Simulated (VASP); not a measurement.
# Er4Cl (P4/mmm) in VASP: single point with PBE

Aim: the single point of Er4Cl with PBE.

All numbers are computed with VASP 6.6.1; they aren't measurements. Logs are shortened: lines on timing, memory, paths and dates and some standing lists are left out, and cuts for length are marked.

### 1 The cell of the first run

Symmetry: P4/mmm, No. 123, tetragonal system. The conventional cell has a = 7.617 Å, b = 7.617 Å, c = 3.150 Å, α = 90.00°, β = 90.00°, γ = 90.00°. Within 4.2 Å of Er (site symmetry m2m) lie 5 Er at 3.13 to 3.17 Å and 2 Cl at 4.12 Å. Cl (site symmetry 4/mmm) has 2 Cl at 3.15 Å and 8 Er at 4.12 Å within 4.2 Å.

The cell was generated, and may not be a known phase.

### 2 Single point, PBE

Contents of INCAR:

```
PREC     = Accurate       # precision mode
ENCUT    = 690            # plane-wave cutoff, eV
EDIFF    = 1E-6           # SCF threshold, eV
ISMEAR   = 0              # smearing method
SIGMA    = 0.1            # smearing width, eV
LREAL    = F              # projectors in reciprocal space
LASPH    = T              # aspherical terms in the spheres
NELM     = 300            # most SCF steps
ALGO     = All            # electronic algorithm
ISIF     = 2              # what is computed and relaxed
LWAVE    = F              # write WAVECAR
LCHARG   = F              # write CHGCAR
GGA      = PE             # functional
NBANDS   = 56             # bands
GGA_COMPAT= F            
LMAXMIX  = 6              # l up to which the mixer works
ISEARCH  = 1            
KPAR     = 4
```

Contents of KPOINTS:

```
Automatic mesh
0
Gamma
  2 2 6
```

Contents of POSCAR:

```
Er4Cl
1.0
    7.6173401371      0.0000000000      0.0000000000
    0.0000000000      7.6173401371      0.0000000000
    0.0000000000      0.0000000000      3.1495498873
Er Cl
4 1
Direct
    0.7944858942      0.5000000000      0.0000000000
    0.2055141058      0.5000000000      0.0000000000
    0.5000000000      0.2055141058      0.0000000000
    0.5000000000      0.7944858942      0.0000000000
    0.0000000000      0.0000000000      0.0000000000
```

Potentials or basis: VASP PAW PBE potentials, release 64 (Er, Cl).

On the command line:

```sh
> cat potpaw_PBE.64/Er/POTCAR potpaw_PBE.64/Cl/POTCAR > POTCAR
> mpirun -np 4 vasp_std > vasp.out
```

OUTCAR:

```text
PREC = Accurate
   ENCUT = 690
   EDIFF = 1E-6
   ISMEAR = 0
   LREAL = F
   LASPH = T
   NELM = 300
   ISIF = 2
   GGA = PE

 ion  position               nearest neighbor table
   1  0.794  0.500  0.000-   2 3.13   3 3.17   4 3.17
   2  0.206  0.500  0.000-   1 3.13   3 3.17   4 3.17
   3  0.500  0.206  0.000-   4 3.13   2 3.17   1 3.17
   4  0.500  0.794  0.000-   3 3.13   2 3.17   1 3.17
   5  0.000  0.000  0.000-

  LATTYP: Found a simple tetragonal cell.
 ALAT       =     7.6173401371
 C/A-ratio  =     0.4134710845

  Lattice vectors:

 A1 = (   7.6173401371,   0.0000000000,   0.0000000000)
 A2 = (   0.0000000000,   7.6173401371,   0.0000000000)
 A3 = (   0.0000000000,   0.0000000000,   3.1495498873)

Analysis of symmetry for initial positions (statically):
=====================================================================
 Subroutine PRICEL returns:
 Original cell was already a primitive cell.

 Routine SETGRP: Setting up the symmetry group for a
 simple tetragonal supercell.

 Subroutine GETGRP returns: Found 16 space group operations
 (whereof 16 operations were pure point group operations)
 out of a pool of 16 trial point group operations.

The static configuration has the point symmetry D_4h.

Analysis of symmetry for dynamics (positions and initial velocities):
=====================================================================
 Subroutine PRICEL returns:
 Original cell was already a primitive cell.

 Routine SETGRP: Setting up the symmetry group for a
 simple tetragonal supercell.

 Subroutine GETGRP returns: Found 16 space group operations
 (whereof 16 operations were pure point group operations)
 out of a pool of 16 trial point group operations.

The dynamic configuration has the point symmetry D_4h.

 Subroutine INISYM returns: Found 16 space group operations
 (whereof 16 operations are pure point group operations),
 and found     1 'primitive' translations

----------------------------------------------------------------------------------------

                                     Primitive cell

  volume of cell :     182.7491

  direct lattice vectors                    reciprocal lattice vectors
     7.617340137  0.000000000  0.000000000     0.131279421  0.000000000  0.000000000
     0.000000000  7.617340137  0.000000000     0.000000000  0.131279421  0.000000000
     0.000000000  0.000000000  3.149549887     0.000000000  0.000000000  0.317505687

  length of vectors
     7.617340137  7.617340137  3.149549887     0.131279421  0.131279421  0.317505687

  position of ions in fractional coordinates (direct lattice)
     0.794485894  0.500000000  0.000000000
     0.205514106  0.500000000  0.000000000
     0.500000000  0.205514106  0.000000000
     0.500000000  0.794485894  0.000000000
     0.000000000  0.000000000  0.000000000

  ion indices of the primitive-cell ions
   primitive index   ion index
                 1           1
                 2           2
                 3           3
                 4           4
                 5           5

----------------------------------------------------------------------------------------

 KPOINTS: Automatic mesh

Automatic generation of k-mesh.
 Grid dimensions read from file:
 generate k-points for:    2    2    6

 Generating k-lattice:

  Cartesian coordinates                     Fractional coordinates (reciprocal lattice)
     0.065639710  0.000000000  0.000000000     0.500000000  0.000000000  0.000000000
     0.000000000  0.065639710  0.000000000     0.000000000  0.500000000  0.000000000
     0.000000000  0.000000000  0.052917614     0.000000000  0.000000000  0.166666667

  Length of vectors
     0.065639710  0.065639710  0.052917614

  Shift w.r.t. Gamma in fractional coordinates (k-lattice)
     0.000000000  0.000000000  0.000000000

 Subroutine IBZKPT returns following result:
 ===========================================

 Found     12 irreducible k-points:

 Following reciprocal coordinates:
            Coordinates               Weight
  0.000000  0.000000  0.000000      1.000000
  0.500000  0.000000  0.000000      2.000000
  0.500000  0.500000  0.000000      1.000000
  0.000000  0.000000  0.166667      2.000000
  0.500000  0.000000  0.166667      4.000000
  0.500000  0.500000  0.166667      2.000000
  0.000000  0.000000  0.333333      2.000000
  0.500000  0.000000  0.333333      4.000000
  0.500000  0.500000  0.333333      2.000000
  0.000000  0.000000  0.500000      1.000000
  0.500000  0.000000  0.500000      2.000000
  0.500000  0.500000  0.500000      1.000000
   k-points           NKPTS =     12   k-points in BZ     NKDIM =     12   number of bands    NBANDS=     56
   number of dos      NEDOS =    301   number of ions     NIONS =      5
   total plane-waves  NPLWV = 137200
   dimension x,y,z NGX =    70 NGY =   70 NGZ =   28
   dimension x,y,z NGXF=   140 NGYF=  140 NGZF=   56
   ions per type =               4   1
   NGX,Y,Z   is equivalent  to a cutoff of  15.28, 15.28, 14.78 a.u.
   NGXF,Y,Z  is equivalent  to a cutoff of  30.55, 30.55, 29.56 a.u.
 SYSTEM =  unknown system
   PREC   = accura    normal or accurate (medium, high low for compatibility)
   ISTART =      0    job   : 0-new  1-cont  2-samecut
   ICHARG =      2    charge: 1-file 2-atom 10-const
   ISPIN  =      1    spin polarized calculation?
   LNONCOLLINEAR =      F non collinear calculations
   LSORBIT =      F    spin-orbit coupling
   LASPH  =      T    aspherical Exc in radial PAW
   ENCUT  =  690.0 eV  50.71 Ry    7.12 a.u.  16.31 16.31  6.75*2*pi/ulx,y,z
   NELM   =    300;   NELMIN=  2; NELMDL= -5     # of ELM steps
   EDIFF  = 0.1E-05   stopping-criterion for ELM
   LREAL  =      F    real-space projection
   EDIFFG = 0.1E-04   stopping-criterion for IOM
   NSW    =      0    number of steps for IOM
   IBRION =     -1    ionic relax: 0-MD 1-quasi-New 2-CG
   NFREE  =      0    steps in history (QN), initial steepest desc. (CG)
   ISIF   =      2    stress and relaxation
   ISYM   =      2    0-nonsym 1-usesym 2-fastsym
   POTIM  = 0.5000    time-step for ionic-motion
   TEBEG  =    0.0;   TEEND  =   0.0 temperature during run
   PSTRESS=    0.0 pullay stress
   NELECT =      95.0000    total number of electrons
   NUPDOWN=      -1.0000    fix difference up-down
   EMIN   =  10.00;   EMAX   =-10.00  energy-range for DOS
   EFERMI =   0.00;   METHOD = LEGACY
   ISMEAR =     0;   SIGMA  =   0.10  broadening in eV -4-tet -1-fermi 0-gaus
   EFERMI_NEDOS =   21; number of points for ismear=-14 and -15
   IALGO  =     58    algorithm
   IMIX   =      4    mixing-type and parameters
     AMIX     =   0.40;   BMIX     =  1.00
     AMIX_MAG =   1.60;   BMIX_MAG =  1.00
  volume/ion in A,a.u.               =      36.55       246.65
  Fermi-wavevector in a.u.,A,eV,Ry     =   1.316329  2.487500 23.575099  1.732721
  Thomas-Fermi vector in A             =   2.446448
   LORBIT       =      0    0 simple, 1 ext, 2 COOP (PROOUT), +10 PAW based schemes
   GGA     = PE    functional components
   LHFCALC =     F    Hartree Fock is set to
   AEXX    =    0.0000 exact exchange contribution
   IVDW    =     0    specifies the selected vdW correction
   LEPSILON=     F    determine dielectric tensor
   LRPA    =     F    only Hartree local field effects (RPA)
 non-spin polarized calculation
 Gauss-broadening in eV      SIGMA  =   0.10
  energy-cutoff  :      690.00
  volume of cell :      182.75
 maximum number of plane-waves:      7545
 NGX is ok and might be reduce to    70
   NGX = 33   NGY = 33   NGZ = 13

 number of electron      94.9999985 magnetization

 Free energy of the ion-electron system (eV)
  ---------------------------------------------------
  ext. energy  EPLUGINS =         0.00000000
  ---------------------------------------------------
  free energy    TOTEN  =       -14.92674701 eV

  energy without entropy =      -14.39013903  energy(sigma->0) =      -14.65844302

 E-fermi :   1.1848     XC(G=0):  -8.7261

 val. band max:        1.1882516059   @ k =   0.0000   0.0000   0.0000
 cond. band min:       1.1894658462   @ k =   0.0000   0.0000   0.1667
 fundamental gap:      0.0012142403
 Fermi energy:         1.1847662780

 k-point     1 :       0.0000    0.0000    0.0000
  band No.  band energies     occupation
      1     -47.2151      2.00000
      2     -47.1551      2.00000
      3     -47.1493      2.00000
      4     -47.1493      2.00000
      5     -22.1622      2.00000
      6     -21.8964      2.00000
[... 48 lines left out ...]
     55       2.5006      0.00000
     56       2.5139      0.00000

 k-point     2 :       0.5000    0.0000    0.0000
  band No.  band energies     occupation
      1     -47.2023      2.00000
      2     -47.1849      2.00000
      3     -47.1493      2.00000
      4     -47.1323      2.00000
      5     -22.0240      2.00000
      6     -22.0232      2.00000
[... 48 lines left out ...]
     55       2.1463      0.00000
     56       2.3470      0.00000

 k-point     3 :       0.5000    0.5000    0.0000
  band No.  band energies     occupation
      1     -47.1849      2.00000
      2     -47.1849      2.00000
      3     -47.1797      2.00000
      4     -47.1193      2.00000
      5     -22.0102      2.00000
      6     -22.0102      2.00000
[... 464 lines left out ...]
 k-point    11 :       0.5000    0.0000    0.5000
  band No.  band energies     occupation
      1     -47.1369      2.00000
      2     -47.1200      2.00000
      3     -47.0854      2.00000
      4     -47.0689      2.00000
      5     -22.1049      2.00000
      6     -22.0655      2.00000
[... 48 lines left out ...]
     55       2.0856      0.00000
     56       2.3354      0.00000

 k-point    12 :       0.5000    0.5000    0.5000
  band No.  band energies     occupation
      1     -47.1201      2.00000
      2     -47.1200      2.00000
      3     -47.1150      2.00000
      4     -47.0562      2.00000
      5     -22.0655      2.00000
      6     -22.0655      2.00000
[... 48 lines left out ...]
     55       2.1431      0.00000
     56       2.3739      0.00000

------------------------ aborting loop because EDIFF is reached ----------------------------------------

  FORCE on cell =-STRESS in cart. coord.  units (eV):
  Direction    XX          YY          ZZ          XY          YZ          ZX
  --------------------------------------------------------------------------------------
  -------------------------------------------------------------------------------------
  Total       -0.5291777     -0.5291777      4.6172308      0.0000000      0.0000000      0.0000000
  in kB       -4.6393479     -4.6393479     40.4796709      0.0000000      0.0000000      0.0000000
  external PRESSURE =      10.4003250 kB  Pullay stress =       0.0000000 kB

 VOLUME and BASIS-vectors are now :
 -----------------------------------------------------------------------------
  energy-cutoff  :      690.00
  volume of cell :      182.75
      direct lattice vectors                 reciprocal lattice vectors
     7.617340137  0.000000000  0.000000000     0.131279421  0.000000000  0.000000000
     0.000000000  7.617340137  0.000000000     0.000000000  0.131279421  0.000000000
     0.000000000  0.000000000  3.149549887     0.000000000  0.000000000  0.317505687

 POSITION                                       TOTAL-FORCE (eV/Angst)
 -----------------------------------------------------------------------------------
      6.05187      3.80867      0.00000         0.104446     -0.000000      0.000000
      1.56547      3.80867      0.00000        -0.104446     -0.000000     -0.000000
      3.80867      1.56547      0.00000         0.000000     -0.104446      0.000000
      3.80867      6.05187      0.00000        -0.000000      0.104446     -0.000000
      0.00000      0.00000      0.00000        -0.000000     -0.000000      0.000000
 -----------------------------------------------------------------------------------
    total drift:                                0.000000      0.000000      0.000000

  FREE ENERGIE OF THE ION-ELECTRON SYSTEM (eV)
  ---------------------------------------------------
  free  energy   TOTEN  =       -14.9267470066 eV

  energy  without entropy=      -14.3901423647  energy(sigma->0) =      -14.65844469
```

It took 8.7 min on 4 MPI ranks of Intel Xeon Platinum 8375C at 2.90GHz (Ice Lake), shared host; peak memory 0.62 GiB.

What came out:

* Free energy: -14.9267 eV
* Pressure: 1.0 GPa
* Largest force: 0.104 eV/Å
* Band gap on the k mesh: zero (an odd number of electrons rules out a gap without spin polarisation)

Forces in eV/Å, atoms in the order of the input:
```
Er   0.104  0.000  0.000
Er  -0.104  0.000  0.000
Er   0.000 -0.104  0.000
Er   0.000  0.104  0.000
Cl   0.000  0.000  0.000
```

Levels at points of the mesh, in eV from the Fermi level:
```tsv
k point	band 45	band 46	band 47	band 48	band 49	band 50	band 51	band 52	band 53	band 54
(0.00, 0.00, 0.00)	-0.05	-0.04	-0.04	-0.03	-0.02	0.00	0.01	0.02	0.02	0.65
(0.50, 0.00, 0.00)	-0.05	-0.05	-0.04	-0.03	-0.02	0.00	0.03	0.03	0.27	0.76
(0.50, 0.50, 0.00)	-0.04	-0.03	-0.02	0.00	0.00	0.00	0.05	0.29	0.44	0.53
(0.00, 0.00, 0.50)	-0.01	0.00	0.00	0.01	0.01	0.03	0.15	0.15	0.27	0.48
(0.50, 0.00, 0.50)	-0.02	-0.01	0.00	0.01	0.02	0.03	0.05	0.25	0.56	0.61
(0.50, 0.50, 0.50)	0.00	0.00	0.01	0.01	0.03	0.04	0.13	0.13	0.83	0.83
```

Caveat: the k points lie up to 0.41 Å⁻¹ apart, too coarse for converged energies and pressures of a metal; spin-orbit coupling is left out, which moves the levels of the heavy elements; the run has no spin polarisation, though such a crystal can be magnetic; semilocal functionals describe open f shells poorly, which spoils levels, moments and volumes. With open d or f shells a metallic result of PBE can be an artefact of self-interaction; +U or a hybrid may open a gap.
